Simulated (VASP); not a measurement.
Crystal: HOs.

```
H Os
1.0
     2.95703    0.00000    0.00000
    -1.47851    2.56086    0.00000
     0.00000    0.00000    4.69201
H Os
2 2
Direct
  0.33333 0.66667 0.99756
  0.66667 0.33333 0.49756
  0.33333 0.66667 0.38454
  0.66667 0.33333 0.88454
```

```yaml
Program: VASP 6.6.1
Task: relaxation of cell and atoms
Functional: PBE
Potentials_or_basis: VASP PAW PBE potentials, release 64 (H, Os)
Cutoff: 600 eV
k_mesh: 18 × 18 × 10
Occupations: gaussian, width 0.1 eV
Spin: no spin polarisation
```

At the start: pressure 1.5 GPa; volume 8.88 Å³/atom.

Where does the relaxation end?

Over 8 steps the energy falls by 3.7 meV/atom and the volume is 8.93 Å³/atom (+0.5 %); space group P6_3mc (No. 186, to 0.1 Å) before and after.

Step by step:
| step | energy change (eV) | largest force (eV/Å) | pressure (GPa) | volume (Å³) |
| --- | --- | --- | --- | --- |
| 1 | 0.0000 | 0.0936 | 1.53 | 35.53 |
| 2 | -0.0026 | 0.0989 | -1.99 | 35.97 |
| 3 | -0.0029 | 0.0978 | -1.14 | 35.86 |
| 4 | -0.0070 | 0.0909 | -0.92 | 35.83 |
| 5 | -0.0140 | 0.0577 | -0.13 | 35.72 |
| 6 | -0.0144 | 0.0422 | 0.17 | 35.68 |
| 7 | -0.0144 | 0.0446 | -0.29 | 35.75 |
| 8 | -0.0147 | 0.0006 | -0.05 | 35.71 |

Final structure:
```
H Os
1.0
     2.92515    0.00000    0.00000
    -1.46257    2.53325    0.00000
     0.00000    0.00000    4.81966
H Os
2 2
Direct
  0.33333 0.66667 0.00565
  0.66667 0.33333 0.50565
  0.33333 0.66667 0.37645
  0.66667 0.33333 0.87645
```
